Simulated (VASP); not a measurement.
## Si (a cell with a defect): single point with r2SCAN

The system is Si (a cell with a defect).

```xyz
15
Lattice="0.0000 5.4437 -5.4437 5.4437 5.4437 0.0000 5.4437 0.0000 -5.4437" Properties=species:S:1:pos:R:3 pbc="T T T"
Si    1.3597    1.3621   -1.3621
Si    4.0817    4.0838   -1.3599
Si    1.3597    4.0816   -4.0816
Si    4.0840    6.8058   -4.0816
Si    4.0817    1.3599   -4.0838
Si    6.8057    4.0838   -4.0838
Si    4.0840    4.0816   -6.8058
Si    6.8057    6.8036   -6.8036
Si    5.4437    5.4382   -2.7219
Si    2.7274    2.7219   -2.7219
Si    5.4437    8.1656   -5.4492
Si    8.1656    5.4437   -5.4437
Si    5.4437    2.7219   -5.4382
Si    8.1600    8.1656   -8.1656
Si    5.4437    5.4492   -8.1656
```

- Program: VASP 6.6.1
- Task: single point
- Functional: r2SCAN
- Potentials or basis: VASP PAW PBE potentials, release 64 (Si)
- Cutoff: 520 eV
- k mesh: 2 × 2 × 2
- Occupations: gaussian, width 0.02 eV
- Spin: no spin polarisation

```
Pressure               : -1.6 GPa
Largest force          : 0.019 eV/Å
Band gap on the k mesh : zero (bands 30 and 31 overlap by 0.25 eV)
```

Forces on the atoms (eV/Å):
```
Si  -0.004  0.004 -0.004
Si   0.011 -0.011 -0.011
Si  -0.004 -0.004  0.004
Si   0.004  0.004  0.004
Si   0.011  0.011  0.011
Si  -0.011 -0.011  0.011
Si   0.004 -0.004 -0.004
Si  -0.011  0.011 -0.011
Si   0.000 -0.008  0.000
Si   0.008  0.000  0.000
Si   0.000  0.000 -0.008
Si   0.000  0.000  0.000
Si   0.000  0.000  0.008
Si  -0.008  0.000  0.000
Si   0.000  0.008  0.000
```

Levels at points of the mesh, in eV from the Fermi level:
```
           k point  band 27  band 28  band 29  band 30  band 31  band 32  band 33  band 34
(0.00, 0.00, 0.00)    -1.33    -1.33    -1.33     0.26     0.26     0.26     0.30     0.33
(0.50, 0.00, 0.00)    -2.44    -1.64    -1.64    -1.59     0.39     0.39     0.93     0.93
(0.50, 0.50, 0.00)    -2.44    -2.26    -2.18    -1.86     0.01     0.01     0.70     0.81
```

Wall time 8.8 min on 1 thread of Intel Xeon 8259CL, with other jobs on the host, peak memory 0.52 GiB.

Caveat: the k points lie up to 0.50 Å⁻¹ apart; the PAW data sets were made with another functional, which shifts forces and pressure a little.
